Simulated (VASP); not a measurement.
Wanted: the native input for a VASP 6.6.1 run.

```yaml
Task: single point
Functional: PBE
Potentials_or_basis: VASP PAW PBE potentials, release 64 (K_sv, Zr_sv, S)
Cutoff: 520 eV
k_mesh: 6 × 6 × 2
Occupations: gaussian, width 0.1 eV
Spin: no spin polarisation
Dipole_correction: no
Further_INCAR_settings: ALGO = Normal; EDIFF = 1e-06; NBANDS = 38
```

The structure of K3Zr2S lies in POSCAR:

```
K3Zr2S
1.0
    5.2758537607      0.0000000000      0.0000000000
   -2.6379268803      4.5690233834      0.0000000000
    0.0000000000      0.0000000000      8.6127821193
K Zr S
3 2 1
Direct
    0.3333333333      0.6666666667      0.1148030910
    0.6666666667      0.3333333333      0.8851969090
    0.0000000000      0.0000000000      0.5000000000
    0.3333333333      0.6666666667      0.5682907657
    0.6666666667      0.3333333333      0.4317092343
    0.0000000000      0.0000000000      0.0000000000
```

The cell was generated, and may not be a known phase.

These files were run (other wordings do the same):

INCAR

```
SYSTEM = K3Zr2S
PREC = Accurate
ENCUT = 520
EDIFF = 1E-6
ISMEAR = 0
SIGMA = 0.1
LREAL = .FALSE.
LASPH = .TRUE.
NELM = 80
ALGO = Normal
ISIF = 2
LWAVE = .FALSE.
LCHARG = .FALSE.
GGA = PE
NBANDS = 38
```

KPOINTS

```
regular mesh
0
G
  6 6 2
  0 0 0
```

Potentials or basis: VASP PAW PBE potentials, release 64 (K_sv, Zr_sv, S).

Command:

```sh
$ cat potpaw_PBE.64/K_sv/POTCAR potpaw_PBE.64/Zr_sv/POTCAR potpaw_PBE.64/S/POTCAR > POTCAR
$ mpirun -np 1 vasp_std > vasp.out
```

It gave:

```json
{
 "Pressure": "0.3 GPa",
 "Largest force": "0.019 eV/Å",
 "Band gap on the k mesh": "zero (an odd number of electrons rules out a gap without spin polarisation)"
}
```

Caveat: the k points lie up to 0.36 Å⁻¹ apart, too coarse for converged energies and pressures of a metal.

Wall time 110 s on 1 thread of Intel(R) Xeon(R) Platinum 8124M CPU @ 3.00GHz (Skylake/Cascade Lake) (shared host), peak memory 0.36 GiB.
